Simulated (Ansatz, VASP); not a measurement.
Si2Mo: VASP beside Ansatz

```
Si Mo
1.0
    -1.55516    1.55516    3.81292
     1.55516   -1.55516    3.81292
     1.55516    1.55516   -3.81292
Si Mo
2 1
Direct
  0.33506 0.33506 0.00000
  0.66494 0.66494 0.00000
  0.00000 0.00000 0.00000
```

Change from the starting cell: strain -0.025 along x and y, -0.025 along z, atoms carried along.

Alike in both runs: task single point; functional PBEsol; k mesh 20 × 20 × 20; occupations gaussian, width 0.15 eV; no spin polarisation.

|  | VASP | Ansatz |
| --- | --- | --- |
| version | VASP 6.6.1 | Ansatz 0.2.0 |
| potentials or method | VASP PAW PBE potentials, release 64 (Si, Mo_sv), cutoff 520 eV | scalar-relativistic, plane waves, PAW |
| valence electrons in the cell | 22 | 22 |

VASP gave:

| Quantity | Value |
| --- | --- |
| gap on the k mesh at the Fermi level (eV) | none |
| pressure (GPa) | 20.4 |
| traceless stress, the component that is largest in VASP (GPa) | 1.73 |
| rms of the force components (eV/Å) | 0.093 |

What did Ansatz give for the same quantities?

gap on the k mesh at the Fermi level (eV): none; pressure (GPa): 19.9; traceless stress, the component that is largest in VASP (GPa): 1.73; rms of the force components (eV/Å): 0.090.

VASP's potentials were made for PBE, not for PBEsol. Atom by atom the forces differ by 0.003 eV/Å (rms over components). A gap of «none» marks a metal or a gap that the smearing closes. The functional is the same, so the differences come from potentials, cutoffs and numerics.
